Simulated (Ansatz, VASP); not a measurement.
**NbMo2S6: VASP beside Ansatz**

```
Nb Mo S
1.0
     3.24065    0.00000    0.00000
    -1.62033    2.80649    0.00000
     0.00000    0.00000   27.94514
Nb Mo S
1 2 6
Direct
  0.66667 0.33333 0.00000
  0.33333 0.66667 0.75287
  0.33333 0.66667 0.24713
  0.33333 0.66667 0.05722
  0.66667 0.33333 0.80813
  0.66667 0.33333 0.30239
  0.33333 0.66667 0.94278
  0.66667 0.33333 0.69761
  0.66667 0.33333 0.19187
```

Alike in both runs: functional PBE; k mesh 12 × 12 × 2; occupations fermi-dirac, width 0.15 eV; no spin polarisation.

Ansatz relaxed the structure, and its values are those at the end. VASP's run is a single point on that final structure, the one shown.

```csv
,VASP,Ansatz
version,VASP 6.6.1,Ansatz 0.2.0
potentials or method,"VASP PAW PBE potentials, release 64 (Nb_sv, Mo_sv, S), cutoff 520 eV","scalar-relativistic, plane waves, PAW"
valence electrons in the cell,77,77
```

Ansatz gave:

| Quantity | Value |
| --- | --- |
| gap on the k mesh at the Fermi level (eV) | none |
| rms of the force components (eV/Å) | 0.000 |

Q: Which values does VASP return?

A: gap on the k mesh at the Fermi level (eV): none; rms of the force components (eV/Å): 0.011.

A gap of «none» marks a metal or a gap that the smearing closes. With one functional, cell and mesh, what is left measures potentials, basis and numerics.
